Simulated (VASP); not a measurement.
Wanted: the native input for a VASP 6.6.1 run.

| Quantity | Value |
| --- | --- |
| Task | single point |
| Functional | PBEsol |
| Dispersion | D3(BJ) |
| Potentials or basis | VASP PAW PBE potentials, release 64 (Ga_d, Se) |
| Cutoff | 520 eV |
| k mesh | 12 × 12 × 12 |
| Occupations | gaussian, width 0.15 eV |
| Spin | no spin polarisation |
| Dipole correction | no |
| Further INCAR settings | ALGO = Normal; EDIFF = 1e-07; NBANDS = 30 |

The structure of Ga3Se lies in POSCAR:

```
Ga3Se
1.0
    4.2249181734      0.0000000000      0.0000000000
    0.0000000000      4.6474099907      0.0000000000
    0.0000000000      0.0000000000      4.2249181734
Ga Se
3 1
Direct
    0.0000000000      0.5000000000      0.5000000000
    0.5000000000      0.0000000000      0.5000000000
    0.5000000000      0.5000000000      0.0000000000
    0.0000000000      0.0000000000      0.0000000000
```

This cell differs from its parent crystal: strain +0.1000 x Voigt [0, 1, 0, 0, 0, 0].

The input as run:

INCAR

```
ALGO = Normal
EDIFF = 1E-7
ENCUT = 520
GGA = PS
ISIF = 2
ISMEAR = 0
IVDW = 12
LASPH = T
LCHARG = F
LREAL = F
LWAVE = F
NBANDS = 30
NELM = 60
PREC = Accurate
SIGMA = 0.15
```

KPOINTS

```
k-points
0
Gamma
  12 12 12
```

Potentials or basis: VASP PAW PBE potentials, release 64 (Ga_d, Se).

Launch:

```bash
$ cat potpaw_PBE.64/Ga_d/POTCAR potpaw_PBE.64/Se/POTCAR > POTCAR
$ mpirun -np 1 vasp_std > vasp.out
```

It gave:

| Property | Result |
| --- | --- |
| Pressure | -4.3 GPa |
| Dispersion energy per atom | -0.293 eV |

Caveat: the cell differs from its parent crystal (strain +0.1000 x Voigt [0, 1, 0, 0, 0, 0]); the PAW data sets were made with another functional, which shifts forces and pressure a little; pairwise dispersion overbinds metals, which lowers pressure and volume.

Wall time 7.1 min on 1 thread of AMD EPYC 7R43 64-Core Processor (Zen 3), with other jobs on the host, peak memory 0.46 GiB.
